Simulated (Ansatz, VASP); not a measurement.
## Two plane-wave programs on Sr

The input INCAR:

```
SYSTEM = Sr
PREC = Accurate ; ENCUT = 520
EDIFF = 1E-6 ; ISMEAR = 0
SIGMA = 0.15 ; LREAL = .FALSE.
LASPH = .TRUE. ; NELM = 80
ALGO = Fast ; ISIF = 2
LWAVE = .FALSE. ; LCHARG = .FALSE.
GGA = PE ; NBANDS = 11
```

File KPOINTS:

```
regular mesh
0
G
  14 14 14
  0 0 0
```

Contents of POSCAR:

```
Sr
1.0
   -2.5220000000      2.5220000000      2.2310000000
    2.5220000000     -2.5220000000      2.2310000000
    2.5220000000      2.5220000000     -2.2310000000
Sr
1
Direct
    0.0000000000      0.0000000000      0.0000000000
```

Input for Ansatz:

```yaml
crystal:
  lattice:
    - [-2.522, 2.522, 2.231]
    - [2.522, -2.522, 2.231]
    - [2.522, 2.522, -2.231]
  atoms:
    - { symbol: Sr, position: [0.0, 0.0, 0.0] }
basis:
  ecutwfc: 420
kpoints:
  mp_grid: { grid: [14, 14, 14] }
hamiltonian:
  xc: pbe
scf:
  occupations: { method: gaussian, width: 0.15 }
output:
  forces: true
  stress: true
  eigenvalues: true
```

Change from the starting cell: strain +0.040 along x and y, -0.080 along z, atoms carried along.

Alike in both runs: task single point; functional PBE; k mesh 14 × 14 × 14; occupations gaussian, width 0.15 eV; no spin polarisation.

|  | VASP | Ansatz |
| --- | --- | --- |
| version | VASP 6.6.1 | Ansatz 0.2.0 |
| potentials or method | VASP PAW PBE potentials, release 64 (Sr_sv), cutoff 520 eV | scalar-relativistic, plane waves, PAW |
| valence electrons in the cell | 10 | 10 |

Ansatz gave:

| Property | Result |
| --- | --- |
| gap on the k mesh at the Fermi level (eV) | none |
| pressure (GPa) | -0.4 |
| traceless stress, the component that is largest in VASP (GPa) | 0.37 |

Question: What did VASP give for the same quantities?

Answer: gap on the k mesh at the Fermi level (eV): none; pressure (GPa): -0.4; traceless stress, the component that is largest in VASP (GPa): 0.38.

A gap of «none» marks a metal or a gap that the smearing closes.
